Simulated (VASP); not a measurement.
Input of a VASP 6.6.1 run:

File INCAR:

```
ALGO = Normal ; EDIFF = 1E-7
EDIFFG = -0.01 ; ENCUT = 600
GGA = PE ; IBRION = 2
ISIF = 3 ; ISMEAR = 0
ISPIN = 2 ; LASPH = T
LCHARG = F ; LMAXMIX = 4
LORBIT = 11 ; LREAL = F
LWAVE = F ; MAGMOM = 2.87 2.87
NELM = 150 ; NSW = 80
PREC = Accurate ; SIGMA = 0.1
```

The input KPOINTS:

```
k-points
0
Gamma
  18 18 10
```

Contents of POSCAR:

```
Fe
1.0
    2.5211138976      0.0000000000      0.0000000000
   -1.2605569488      2.1833486811      0.0000000000
    0.0000000000      0.0000000000      4.3883545971
Fe
2
Direct
    0.3333333333      0.6666666667      0.2500000000
    0.6666666667      0.3333333333      0.7500000000
```

Potentials or basis: VASP PAW PBE potentials, release 64 (Fe).

Launch:

```bash
$ cat potpaw_PBE.64/Fe/POTCAR > POTCAR
$ mpirun -np 1 vasp_std > vasp.out
```

Problem. Predict the space group after relaxing (to 0.1 Å).

Solution. P6_3/mmc (No. 194).

Problem. Estimate the site moments.

Solution. Fe +2.57 μB.

Problem. Predict the relaxed cell.

Solution. a = 2.523 Å, b = 2.523 Å, c = 4.373 Å, α = 90.00°, β = 90.00°, γ = 120.00°.

Problem. What does it give for the relaxed volume?

Solution. 12.06 Å³/atom.

Step by step:
```tsv
step	energy change (eV)	largest force (eV/Å)	pressure (GPa)	volume (Å³)
1	0.0000	0.0000	-0.29	24.16
2	-0.0002	0.0000	0.20	24.08
3	-0.0002	0.0000	0.16	24.08
4	-0.0002	0.0000	-0.05	24.12
```
